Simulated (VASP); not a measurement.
Runs of VASP 6.6.1 on CdSe. The structure is that of space group F-43m (No. 216), or close to it. The cells are those of the table. 

```tsv
task	cell	gap on the mesh (eV)	pressure (GPa)
electric field gradients	a = 4.399 Å, angles 60.0°, 2 atoms	0.47	-0.3
electric field gradients	a = 4.408, b = 4.408, c = 4.342 Å, angles 60.5, 60.5, 59.0°, 2 atoms	0.45	0.1
single point	a = 4.371 Å, angles 60.0°, 2 atoms	0.51	(c)
single point	a = 4.408, b = 4.408, c = 4.342 Å, angles 60.5, 60.5, 59.0°, 2 atoms	0.45	0.1
single point	a = 4.342 Å, angles 60.0°, 2 atoms	0.55	1.6
electric field gradients	a = 4.327 Å, angles 60.0°, 2 atoms	0.57	2.1
electric field gradients	a = 4.254 Å, angles 60.0°, 2 atoms	(a)	(b)
single point	a = 4.320, b = 4.320, c = 4.342 Å, angles 59.8, 59.8, 60.3°, 2 atoms	0.55	2.1
```

Alike in all rows: level PBE; potentials or basis VASP PAW PBE potentials, release 64 (Cd, Se); no spin polarisation; k mesh 8 × 8 × 8; cutoff (eV) 520; smearing fermi-dirac 0.03 eV.

**Question.** Estimate the missing entries.

**Answer.** (a) 0.68; (b) 5.2; (c) 0.6.

A k mesh can miss the band edges, and the runs leave out spin-orbit coupling on Cd, Se.
